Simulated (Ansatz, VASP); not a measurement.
This is a calculation of TaN for VASP 6.6.1.

INCAR

```
SYSTEM = TaN
PREC = Accurate
ENCUT = 600
EDIFF = 1E-7
ISMEAR = -1
SIGMA = 0.05
LREAL = .FALSE.
LASPH = .TRUE.
NELM = 120
ALGO = Normal
ISIF = 3
LWAVE = .FALSE.
LCHARG = .FALSE.
GGA = LIBXC
LIBXC1 = GGA_X_B88
LIBXC2 = GGA_C_PBE
IBRION = 2
NSW = 60
EDIFFG = -0.01
GGA_COMPAT = .FALSE.
NELMIN = 4
```

Contents of KPOINTS:

```
regular mesh
0
G
  10 10 10
  0 0 0
```

File POSCAR:

```
TaN
1.0
    0.0000000000      2.2113230000      2.2113230000
    2.2113230000      0.0000000000      2.2113230000
    2.2113230000      2.2113230000      0.0000000000
Ta N
1 1
Direct
    0.5000000000      0.5000000000      0.5000000000
    0.0000000000      0.0000000000      0.0000000000
```

Potentials or basis: VASP PAW PBE potentials, release 64 (Ta_pv, N).

The run is started by

```console
$ cat potpaw_PBE.64/Ta_pv/POTCAR potpaw_PBE.64/N/POTCAR > POTCAR
$ mpirun -np 1 vasp_std > vasp.out
```

Set up the same calculation for Ansatz 0.2.0. Potentials there: Ansatz PAW.

As run (the cutoff follows the program's own potentials):

Contents of input.yaml:

```yaml
crystal:
  lattice:
    - [0.0, 2.211323, 2.211323]
    - [2.211323, 0.0, 2.211323]
    - [2.211323, 2.211323, 0.0]
  atoms:
    - { symbol: Ta, position: [0.5, 0.5, 0.5] }
    - { symbol: "N", position: [0.0, 0.0, 0.0] }
hamiltonian:
  xc: { exchange: b88, correlation: pbe }
  pseudopotentials: { kind: paw }
kpoints:
  mp_grid: { grid: [10, 10, 10] }
scf:
  occupations: { method: fermi_dirac, width: 0.05 }
output:
  forces: true
  stress: true
relax:
  f_tol: 0.01
  max_steps: 40
  cell: { stress_tol: 0.05 }
```

Potentials or basis: Ansatz PAW.

Command:

```bash
$ ansatz run input.yaml --threads 2 --pin off --max-ram 5120MiB --backend cpu --events-out ev --progress --plain --runs-dir out
```

Both were run:

|  | VASP | Ansatz | Ansatz less VASP |
| --- | --- | --- | --- |
| relaxed volume (Å³/atom) | 10.78 | 10.76 | -0.020 |
| relaxed cell length with the largest relative difference (Å) | 3.124 | 3.122 | -0.0019 |

VASP's potentials were made for PBE, not for b88 exchange, pbe correlation. VASP's potentials hold 16 valence electrons a cell and Ansatz's 18, so a difference there can come from the potentials and not from the codes.

Spin-orbit coupling is off throughout. Noted on Ansatz's run: the plane-wave basis is chosen anew once the cell has moved, so the energies of steps on either side of that aren't comparable.
